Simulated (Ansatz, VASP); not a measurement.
In3P in VASP and in Ansatz

```
CELL_PARAMETERS angstrom
-2.35233 2.35233 4.43914
2.35233 -2.35233 4.43914
2.35233 2.35233 -4.43914
ATOMIC_POSITIONS crystal
In 0.50000 0.50000 0.00000
In 0.75000 0.25000 0.50000
In 0.25000 0.75000 0.50000
P 0.00000 0.00000 0.00000
```

Change from the starting cell: species swapped into the ZrGa3 type (I4/mmm, No. 139).

Alike in both runs: functional PBE; k mesh 14 × 14 × 14; occupations gaussian, width 0.1 eV; no spin polarisation.

Ansatz relaxed the structure, and its values are those at the end. VASP's run is a single point on that final structure, the one shown.

|  | VASP | Ansatz |
| --- | --- | --- |
| version | VASP 6.6.1 | Ansatz 0.2.0 |
| potentials or method | VASP PAW PBE potentials, release 64 (In_d, P), cutoff 520 eV | scalar-relativistic, plane waves, PAW |
| valence electrons in the cell | 44 | 44 |

|  | VASP | Ansatz | Ansatz less VASP |
| --- | --- | --- | --- |
| gap on the k mesh at the Fermi level (eV) | none | none | - |
| pressure (GPa) | 0.0 | 0.0 | +0.03 |

A gap of «none» marks a metal or a gap that the smearing closes.
